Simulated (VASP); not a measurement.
# Fe (Pm-3n) in VASP: single point with BLYP

Aim: the single point of Fe with BLYP.

All numbers are computed with VASP 6.6.1; they aren't measurements. Logs are shortened: lines on timing, memory, paths and dates and some standing lists are left out, and cuts for length are marked.

## Step 1: The cell of the first run

Symmetry: Pm-3n, No. 223, cubic system. The conventional cell has a = 4.589 Å, b = 4.589 Å, c = 4.589 Å, α = 90.00°, β = 90.00°, γ = 90.00°. Within 3.4 Å of Fe (site symmetry m-3) lie 12 Fe at 2.57 Å. Fe (site symmetry -4m2) has 14 Fe at 2.29 to 2.81 Å within 3.0 Å.

## Step 2: Single point, BLYP, collinear spin, ferromagnetic start

INCAR reads:

```
  AGGAC = 1.0
  AGGAX = 1.0
  ALDAC = 0.0
  ALDAX = 1.0
  ALGO = Normal
  EDIFF = 1E-6
  ENCUT = 520
  GGA = B5
  ISIF = 2
  ISMEAR = -1
  ISPIN = 2
  LASPH = True
  LCHARG = False
  LMAXMIX = 4
  LORBIT = 11
  LREAL = False
  LWAVE = False
  MAGMOM = 2.262 2.262 2.276 2.276 2.276 2.276 2.276 2.276
  NBANDS = 46
  NELM = 150
  PREC = Accurate
  SIGMA = 0.05
```

KPOINTS reads:

```
k-points
0
Gamma
  7 7 7
```

POSCAR reads:

```
Fe
1.0
    4.5890132239      0.0000000000      0.0000000000
    0.0000000000      4.5890132239      0.0000000000
    0.0000000000      0.0000000000      4.5890132239
Fe
8
Direct
    1.0000000000      1.0000000000      0.0000000000
    0.5000000000      0.5000000000      0.5000000000
    0.2500000000      0.0000000000      0.5000000000
    0.7500000000      1.0000000000      0.5000000000
    0.5000000000      0.2500000000      0.0000000000
    0.5000000000      0.7500000000      0.0000000000
    0.0000000000      0.5000000000      0.2500000000
    0.0000000000      0.5000000000      0.7500000000
```

Potentials or basis: VASP PAW PBE potentials, release 64 (Fe).

On the command line:

```console
$ cat potpaw_PBE.64/Fe/POTCAR > POTCAR
$ mpirun -np 1 vasp_std > vasp.out
```

OUTCAR:

```text
EDIFF = 1E-6
   ENCUT = 520
   GGA = B5
   ISIF = 2
   ISMEAR = -1
   ISPIN = 2
   LASPH = True
   LORBIT = 11
   LREAL = False
   NELM = 150
   PREC = Accurate

 ion  position               nearest neighbor table
   1  0.000  0.000  0.000-   3 2.57   4 2.57   5 2.57   6 2.57   7 2.57   8 2.57   3 2.57   4 2.57
                             7 2.57   8 2.57   5 2.57   6 2.57
   2  0.500  0.500  0.500-   3 2.57   4 2.57   5 2.57   6 2.57   7 2.57   8 2.57   5 2.57   6 2.57
                             3 2.57   4 2.57   7 2.57   8 2.57
   3  0.250  0.000  0.500-   4 2.29   4 2.29   1 2.57   1 2.57   2 2.57   2 2.57   8 2.81   5 2.81
                             5 2.81   6 2.81   6 2.81   7 2.81   8 2.81   7 2.81
   4  0.750  0.000  0.500-   3 2.29   3 2.29   1 2.57   1 2.57   2 2.57   2 2.57   8 2.81   5 2.81
                             5 2.81   6 2.81   6 2.81   7 2.81   8 2.81   7 2.81
   5  0.500  0.250  0.000-   6 2.29   6 2.29   1 2.57   2 2.57   2 2.57   1 2.57   8 2.81   4 2.81
                             3 2.81   4 2.81   3 2.81   7 2.81   7 2.81   8 2.81
   6  0.500  0.750  0.000-   5 2.29   5 2.29   1 2.57   2 2.57   2 2.57   1 2.57   8 2.81   4 2.81
                             3 2.81   4 2.81   3 2.81   7 2.81   7 2.81   8 2.81
   7  0.000  0.500  0.250-   8 2.29   8 2.29   1 2.57   2 2.57   1 2.57   2 2.57   3 2.81   4 2.81
                             5 2.81   3 2.81   4 2.81   6 2.81   5 2.81   6 2.81
   8  0.000  0.500  0.750-   7 2.29   7 2.29   1 2.57   2 2.57   1 2.57   2 2.57   3 2.81   4 2.81
                             5 2.81   3 2.81   4 2.81   6 2.81   5 2.81   6 2.81

  LATTYP: Found a simple cubic cell.
 ALAT       =     4.5890132239

  Lattice vectors:

 A1 = (   4.5890132239,   0.0000000000,   0.0000000000)
 A2 = (   0.0000000000,   4.5890132239,   0.0000000000)
 A3 = (   0.0000000000,   0.0000000000,   4.5890132239)

Analysis of symmetry for initial positions (statically):
=====================================================================
 Subroutine PRICEL returns:
 Original cell was already a primitive cell.

 Routine SETGRP: Setting up the symmetry group for a
 simple cubic supercell.

 Subroutine GETGRP returns: Found 48 space group operations
 (whereof 24 operations were pure point group operations)
 out of a pool of 48 trial point group operations.

The static configuration has the point symmetry T_h .
 The point group associated with its full space group is O_h .

Analysis of symmetry for dynamics (positions and initial velocities):
=====================================================================
 Subroutine PRICEL returns:
 Original cell was already a primitive cell.

 Routine SETGRP: Setting up the symmetry group for a
 simple cubic supercell.

 Subroutine GETGRP returns: Found 48 space group operations
 (whereof 24 operations were pure point group operations)
 out of a pool of 48 trial point group operations.

The dynamic configuration has the point symmetry T_h .
 The point group associated with its full space group is O_h .

Analysis of structural, dynamic, and magnetic symmetry:
=====================================================================
 Subroutine PRICEL returns:
 Original cell was already a primitive cell.

 Routine SETGRP: Setting up the symmetry group for a
 simple cubic supercell.

 Subroutine GETGRP returns: Found 48 space group operations
 (whereof 24 operations were pure point group operations)
 out of a pool of 48 trial point group operations.

The overall configuration has the point symmetry T_h .
 The point group associated with its full space group is O_h .

 Subroutine INISYM returns: Found 48 space group operations
 (whereof 24 operations are pure point group operations),
 and found     1 'primitive' translations

----------------------------------------------------------------------------------------

                                     Primitive cell

  volume of cell :      96.6402

  direct lattice vectors                    reciprocal lattice vectors
     4.589013224  0.000000000  0.000000000     0.217911771  0.000000000  0.000000000
     0.000000000  4.589013224  0.000000000     0.000000000  0.217911771  0.000000000
     0.000000000  0.000000000  4.589013224     0.000000000  0.000000000  0.217911771

  length of vectors
[... 75 lines left out ...]
   dimension x,y,z NGXF=    72 NGYF=   72 NGZF=   72
   ions per type =               8
   NGX,Y,Z   is equivalent  to a cutoff of  13.04, 13.04, 13.04 a.u.
   NGXF,Y,Z  is equivalent  to a cutoff of  26.08, 26.08, 26.08 a.u.
 SYSTEM =  unknown system
   PREC   = accura    normal or accurate (medium, high low for compatibility)
   ISTART =      0    job   : 0-new  1-cont  2-samecut
   ICHARG =      2    charge: 1-file 2-atom 10-const
   ISPIN  =      2    spin polarized calculation?
   LNONCOLLINEAR =      F non collinear calculations
   LSORBIT =      F    spin-orbit coupling
   LASPH  =      T    aspherical Exc in radial PAW
   ENCUT  =  520.0 eV  38.22 Ry    6.18 a.u.   8.53  8.53  8.53*2*pi/ulx,y,z
   NELM   =    150;   NELMIN=  2; NELMDL= -5     # of ELM steps
   EDIFF  = 0.1E-05   stopping-criterion for ELM
   LREAL  =      F    real-space projection
   EDIFFG = 0.1E-04   stopping-criterion for IOM
   NSW    =      0    number of steps for IOM
   IBRION =     -1    ionic relax: 0-MD 1-quasi-New 2-CG
   NFREE  =      0    steps in history (QN), initial steepest desc. (CG)
   ISIF   =      2    stress and relaxation
   ISYM   =      2    0-nonsym 1-usesym 2-fastsym
   POTIM  = 0.5000    time-step for ionic-motion
   TEBEG  =    0.0;   TEEND  =   0.0 temperature during run
   PSTRESS=    0.0 pullay stress
   NELECT =      64.0000    total number of electrons
   NUPDOWN=      -1.0000    fix difference up-down
   EMIN   =  10.00;   EMAX   =-10.00  energy-range for DOS
   EFERMI =   0.00;   METHOD = LEGACY
   ISMEAR =    -1;   SIGMA  =   0.05  broadening in eV -4-tet -1-fermi 0-gaus
   EFERMI_NEDOS =   21; number of points for ismear=-14 and -15
   IALGO  =     38    algorithm
   IMIX   =      4    mixing-type and parameters
     AMIX     =   0.40;   BMIX     =  1.00
     AMIX_MAG =   1.60;   BMIX_MAG =  1.00
  volume/ion in A,a.u.               =      12.08        81.52
  Fermi-wavevector in a.u.,A,eV,Ry     =   1.426972  2.696586 27.704859  2.036250
  Thomas-Fermi vector in A             =   2.547192
   LORBIT       =     11    0 simple, 1 ext, 2 COOP (PROOUT), +10 PAW based schemes
   GGA     = B5    functional components
   LHFCALC =     F    Hartree Fock is set to
   AEXX    =    0.0000 exact exchange contribution
   IVDW    =     0    specifies the selected vdW correction
   LEPSILON=     F    determine dielectric tensor
   LRPA    =     F    only Hartree local field effects (RPA)
 spin polarized calculation
  energy-cutoff  :      520.00
  volume of cell :       96.64
 maximum number of plane-waves:      2620
 NGX is ok and might be reduce to    36
   NGX = 17   NGY = 17   NGZ = 17

 number of electron      63.9999945 magnetization      18.3048729

 Free energy of the ion-electron system (eV)
  ---------------------------------------------------
  ext. energy  EPLUGINS =         0.00000000
  ---------------------------------------------------
  free energy    TOTEN  =       -56.85375343 eV

  energy without entropy =      -56.77412302  energy(sigma->0) =      -56.81393823

 E-fermi :   5.7041     XC(G=0): -12.1530

 val. band max:        5.6991313848   @ k =   0.2857   0.1429   0.1429
 cond. band min:       5.7063602207   @ k =   0.2857   0.2857   0.0000
 fundamental gap:      0.0072288359
 Fermi energy:         5.7041041303

 spin component 1

 k-point     1 :       0.0000    0.0000    0.0000
  band No.  band energies     occupation
      1      -2.2169      1.00000
      2       1.1845      1.00000
      3       1.1845      1.00000
      4       1.8154      1.00000
      5       1.8969      1.00000
      6       1.8969      1.00000
[... 929 lines left out ...]
     43       5.9742      0.00449
     44       6.2797      0.00001
 Fermi energy:         5.7041041303

 spin component 2

 k-point     1 :       0.0000    0.0000    0.0000
  band No.  band energies     occupation
      1      -2.0523      1.00000
      2       2.3058      1.00000
      3       2.3058      1.00000
      4       2.8195      1.00000
      5       3.6598      1.00000
      6       3.6598      1.00000
[... 929 lines left out ...]
     43       8.0057      0.00000
     44       8.3348      0.00000
 [bands above 44 left out]

------------------------ aborting loop because EDIFF is reached ----------------------------------------

  FORCE on cell =-STRESS in cart. coord.  units (eV):
  Direction    XX          YY          ZZ          XY          YZ          ZX
  --------------------------------------------------------------------------------------
  -------------------------------------------------------------------------------------
  Total        0.5997556      0.5997556      0.5997556     -0.0000000      0.0000000     -0.0000000
  in kB        9.9432181      9.9432181      9.9432181     -0.0000000      0.0000000     -0.0000000
  external PRESSURE =       9.9432181 kB  Pullay stress =       0.0000000 kB

 VOLUME and BASIS-vectors are now :
 -----------------------------------------------------------------------------
  energy-cutoff  :      520.00
  volume of cell :       96.64
      direct lattice vectors                 reciprocal lattice vectors
     4.589013224  0.000000000  0.000000000     0.217911771  0.000000000  0.000000000
     0.000000000  4.589013224  0.000000000     0.000000000  0.217911771  0.000000000
     0.000000000  0.000000000  4.589013224     0.000000000  0.000000000  0.217911771

 POSITION                                       TOTAL-FORCE (eV/Angst)
 -----------------------------------------------------------------------------------
      0.00000      0.00000      0.00000        -0.000000     -0.000000      0.000000
      2.29451      2.29451      2.29451        -0.000000     -0.000000      0.000000
      1.14725      0.00000      2.29451        -0.000000      0.000000     -0.000000
      3.44176      0.00000      2.29451         0.000000      0.000000     -0.000000
      2.29451      1.14725      0.00000         0.000000     -0.000000      0.000000
      2.29451      3.44176      0.00000         0.000000     -0.000000     -0.000000
      0.00000      2.29451      1.14725        -0.000000     -0.000000      0.000000
      0.00000      2.29451      3.44176        -0.000000      0.000000     -0.000000
 -----------------------------------------------------------------------------------
    total drift:                                0.000000      0.000000     -0.000000

  FREE ENERGIE OF THE ION-ELECTRON SYSTEM (eV)
  ---------------------------------------------------
  free  energy   TOTEN  =       -56.8537534333 eV

  energy  without entropy=      -56.7741230243  energy(sigma->0) =      -56.81393823

 total charge

# of ion       s       p       d       tot
------------------------------------------
    1        0.474   0.489   6.263   7.226
    2        0.474   0.489   6.263   7.226
    3        0.465   0.470   6.278   7.212
    4        0.465   0.470   6.278   7.212
    5        0.465   0.470   6.278   7.212
    6        0.465   0.470   6.278   7.212
    7        0.465   0.470   6.278   7.212
    8        0.465   0.470   6.278   7.212
--------------------------------------------------
tot          3.739   3.795  50.192  57.727

 magnetization (x)

# of ion       s       p       d       tot
------------------------------------------
    1       -0.026  -0.057   2.350   2.268
    2       -0.026  -0.057   2.350   2.268
    3       -0.018  -0.049   2.363   2.296
    4       -0.018  -0.049   2.363   2.296
    5       -0.018  -0.049   2.363   2.296
    6       -0.018  -0.049   2.363   2.296
    7       -0.018  -0.049   2.363   2.296
    8       -0.018  -0.049   2.363   2.296
--------------------------------------------------
tot         -0.158  -0.406  18.876  18.312
```

Run time: 6.9 min. Hardware: 1 thread of Oxide Virtual Turin-like, shared host; peak memory 0.26 GiB.

Results:

| Property | Result |
| --- | --- |
| Free energy | -56.8538 eV |
| Pressure | 1.0 GPa |
| Net moment | 18.30 μB per cell |
| Site moments | Fe +2.27, +2.30 (each value once) μB |
| Valence electrons inside the program's atomic spheres | Fe 7.23, 7.21 (each value once) |

Caveat: the PAW data sets were made with another functional, which shifts forces and pressure a little.
